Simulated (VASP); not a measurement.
# Ga3O2: relaxation of cell and atoms with PBE

Crystal: Ga3O2.

```
Ga O
1.0
     3.61768    0.00000    0.00000
     0.00000    3.61768    0.00000
     0.00000    0.00000    6.63302
Ga O
3 2
Direct
  0.50000 0.50000 0.50000
  0.00000 0.00000 0.24364
  0.00000 0.00000 0.75636
  0.00000 0.50000 0.50000
  0.50000 0.00000 0.50000
```

The cell was generated, and may not be a known phase.

- Program: VASP 6.6.1
- Task: relaxation of cell and atoms
- Functional: PBE
- Potentials or basis: VASP PAW PBE potentials, release 64 (Ga_d, O)
- Cutoff: 600 eV
- k mesh: 6 × 6 × 4
- Occupations: gaussian, width 0.1 eV
- Spin: no spin polarisation
- Dipole correction: no
- Further INCAR settings: ALGO = Normal; EDIFF = 1e-06; IBRION = 2; EDIFFG = -0.04; NSW = 90; ISIF = 3

```
Relaxed volume                        : 21.00 Å³/atom
Relaxed cell                          : a = 4.025 Å, b = 4.025 Å, c = 6.482 Å, α = 90.00°, β = 90.00°, γ = 90.00°
Space group after relaxing (to 0.1 Å) : P4/mmm (No. 123)
Energy gained by relaxing             : 157.8 meV/atom
Ionic steps                           : 15
Pressure after relaxing               : -0.1 GPa
Largest force after relaxing          : 0.016 eV/Å
Band gap on the k mesh                : zero (an odd number of electrons rules out a gap without spin polarisation)
```

Forces in eV/Å, atoms in the order of the input:
```
Ga   0.000  0.000  0.000
Ga   0.000  0.000  0.016
Ga   0.000  0.000 -0.016
O    0.000  0.000  0.000
O    0.000  0.000  0.000
```

Stress tensor (GPa, compression positive):
```
-0.27  0.00  0.00
 0.00 -0.27  0.00
 0.00  0.00  0.09
```

The path:
| step | energy change (eV) | largest force (eV/Å) | pressure (GPa) | volume (Å³) |
| --- | --- | --- | --- | --- |
| 1 | 0.0000 | 1.3173 | 13.72 | 86.81 |
| 2 | -0.6510 | 0.5319 | -2.45 | 106.76 |
| 3 | -0.6898 | 0.1976 | 0.02 | 101.88 |
| 4 | -0.6903 | 0.2412 | -0.30 | 102.41 |
| 5 | -0.7127 | 0.2243 | -0.16 | 102.17 |
| 6 | -0.7489 | 0.2017 | 0.20 | 101.53 |
| 7 | -0.7527 | 0.0506 | 0.73 | 99.91 |
| 8 | -0.7660 | 0.2000 | 0.64 | 100.84 |
| 9 | -0.7668 | 0.1590 | 0.77 | 100.51 |
| 10 | -0.7703 | 0.1341 | -0.50 | 103.12 |
| 11 | -0.7722 | 0.1454 | -0.04 | 102.11 |
| 12 | -0.7821 | 0.0431 | 0.18 | 102.70 |
| 13 | -0.7860 | 0.0520 | 0.49 | 103.28 |
| 14 | -0.7883 | 0.0442 | -0.37 | 105.78 |
| 15 | -0.7889 | 0.0161 | -0.15 | 105.02 |

Final structure:
```
CELL_PARAMETERS angstrom
4.02519 0.00000 0.00000
0.00000 4.02519 0.00000
0.00000 0.00000 6.48197
ATOMIC_POSITIONS crystal
Ga 0.50000 0.50000 0.50000
Ga 0.00000 0.00000 0.25574
Ga 0.00000 0.00000 0.74426
O 0.00000 0.50000 0.50000
O 0.50000 0.00000 0.50000
```

Levels at points of the mesh, in eV from the Fermi level:
```
           k point  band 22  band 23  band 24  band 25  band 26  band 27  band 28  band 29  band 30
(0.00, 0.00, 0.00)    -3.60    -3.56    -3.56    -1.80    -1.28    -0.13     3.58     3.58     3.80
(0.50, 0.00, 0.00)    -5.14    -4.35    -3.44    -1.63    -0.61     1.33     2.10     2.55     4.39
(0.50, 0.50, 0.00)    -3.45    -3.05    -2.95    -2.59     0.26     0.26     0.87     2.49     3.53
(0.00, 0.00, 0.50)    -3.61    -3.56    -3.56    -3.15    -1.62     2.51     2.76     2.76     3.19
(0.50, 0.00, 0.50)    -5.24    -4.34    -2.85    -1.93     0.20     0.45     3.24     3.43     3.56
(0.50, 0.50, 0.50)    -4.62    -3.05    -2.59    -1.10     0.52     1.38     1.38     1.74     1.74
```

Wall time 18 min on 1 thread of Intel(R) Xeon(R) Platinum 8375C CPU @ 2.90GHz (Ice Lake), on a shared host, peak memory 0.26 GiB.

Caveat: the volume moved by over 15 % at a fixed basis, so the end points are rough; an odd number of electrons without spin polarisation forces a metal; a magnetic or distorted state may lie lower.
